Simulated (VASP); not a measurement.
Input of a VASP 6.6.1 run:

File POSCAR:

```
PbSe
1.0
    0.0000000000      3.1086758752      3.1086758752
    3.1086758752      0.0000000000      3.1086758752
    3.1086758752      3.1086758752      0.0000000000
Pb Se
1 1
Direct
    0.0000000000      0.0000000000      0.0000000000
    0.5000000000      0.5000000000      0.5000000000
```

INCAR.step1

```
SYSTEM = PbSe
ALGO = Normal
EDIFF = 1E-4
ENCUT = 600
GGA = PE
ISMEAR = -1
LASPH = .True.
LCHARG = .False.
LREAL = .False.
LWAVE = .True.
NELM = 60
PREC = Accurate
SIGMA = 0.02
```

Contents of INCAR.step2:

```
SYSTEM = PbSe
ALGO = Normal
EDIFF = 1E-6
EDIFFG = -0.005
ENCUT = 600
IBRION = 2
ISIF = 3
ISMEAR = -1
ISTART = 1
LASPH = .True.
LCHARG = .False.
LMIXTAU = .True.
LREAL = .False.
LWAVE = .False.
METAGGA = R2SCAN
NELM = 60
NSW = 80
PREC = Accurate
SIGMA = 0.02
```

KPOINTS

```
k-points
0
Gamma
  6 6 6
  0 0 0
```

Potentials or basis: VASP PAW PBE potentials, release 64 (Pb_d, Se).

Launch:

```bash
$ cat potpaw_PBE.64/Pb_d/POTCAR potpaw_PBE.64/Se/POTCAR > POTCAR
$ cp INCAR.step1 INCAR
$ mpirun -np 1 vasp_std > vasp.out
$ cp INCAR.step2 INCAR
$ mpirun -np 1 vasp_std > vasp.out
```

**Question.** Predict the space group after relaxing (to 0.05 Å).

**Answer.** Fm-3m (No. 225).

**Question.** What does it give for the band gap on the k mesh?

**Answer.** 0.67 eV, direct.

**Question.** Estimate the relaxed cell.

**Answer.** a = 4.369 Å, b = 4.369 Å, c = 4.369 Å, α = 60.00°, β = 60.00°, γ = 60.00°.

Final structure:
```
Pb Se
1.0
     0.00000    3.08900    3.08900
     3.08900    0.00000    3.08900
     3.08900    3.08900    0.00000
Pb Se
1 1
Cartesian
  0.0000 0.0000 0.0000
  3.0890 3.0890 3.0890
```

Caveat: spin-orbit coupling is left out, which moves the levels of the heavy elements. A k mesh can miss the band edges.
